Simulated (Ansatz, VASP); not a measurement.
# Two plane-wave programs on Sb2Te4O

```
CELL_PARAMETERS angstrom
4.49364 0.00000 0.00000
0.00000 4.49364 0.00000
0.00000 0.00000 9.00439
ATOMIC_POSITIONS crystal
Sb 0.50000 0.00000 0.21492
Sb 0.00000 0.50000 0.78508
Te 0.50000 0.50000 0.50000
Te 0.00000 0.00000 0.50000
Te 0.50000 0.00000 0.88886
Te 0.00000 0.50000 0.11114
O 0.50000 0.50000 0.00000
```

Change from the starting cell: species swapped into the Ho2NiSb4 type (P-4m2, No. 115).

Alike in both runs: functional PBE; k mesh 3 × 3 × 2; occupations gaussian, width 0.15 eV; no spin polarisation.

Ansatz relaxed the structure, and its values are those at the end. VASP's run is a single point on that final structure, the one shown.

|  | VASP | Ansatz |
| --- | --- | --- |
| version | VASP 6.6.1 | Ansatz 0.2.0 |
| potentials or method | VASP PAW PBE potentials, release 64 (Sb, Te, O), cutoff 600 eV | scalar-relativistic, plane waves, PAW |
| valence electrons in the cell | 40 | 100 |

Ansatz gave:

| Quantity | Value |
| --- | --- |
| gap on the k mesh at the Fermi level (eV) | none |
| pressure (GPa) | 0.1 |
| rms of the force components (eV/Å) | 0.021 |

Q: Estimate VASP's values.

A: gap on the k mesh at the Fermi level (eV): none; pressure (GPa): -0.1; rms of the force components (eV/Å): 0.022.

A gap of «none» marks a metal or a gap that the smearing closes. VASP's potentials hold 40 valence electrons a cell and Ansatz's 100, so a difference there can come from the potentials and not from the codes.

The k mesh is coarse, so the values compare programs but aren't converged. Spin-orbit coupling is off throughout.
